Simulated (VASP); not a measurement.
Here is a VASP 6.6.1 calculation.

File INCAR:

```
PREC = Accurate ; ENCUT = 600
EDIFF = 1E-6 ; ISMEAR = 0
SIGMA = 0.1 ; LREAL = False
LASPH = True ; NELM = 100
ALGO = Normal ; ISIF = 4
LWAVE = False ; LCHARG = False
GGA = PE ; IBRION = 2
NSW = 50 ; EDIFFG = -0.01
```

The input KPOINTS:

```
Automatic mesh
0
Gamma
  12 12 4
```

Contents of POSCAR:

```
Sr
1.0
    4.4003223348      0.0000000000      0.0000000000
   -2.2001611674      3.8107909268      0.0000000000
    0.0000000000      0.0000000000     14.4278179261
Sr
4
Direct
    0.0000000000      0.0000000000      0.0000000000
    0.3333333333      0.6666666667      0.2500000000
    0.0000000000      0.0000000000      0.5000000000
    0.6666666667      0.3333333333      0.7500000000
```

Potentials or basis: VASP PAW PBE potentials, release 64 (Sr_sv).

Command:

```console
$ cat potpaw_PBE.64/Sr_sv/POTCAR > POTCAR
$ mpirun -np 1 vasp_std > vasp.out
```

(1) Predict the band gap on the k mesh.

Results:

(1) zero (band 20 reaches 1.46 eV, above the bottom of band 21 at 1.22 eV).

Caveat: the relaxation stopped at its first step, so nothing moved.
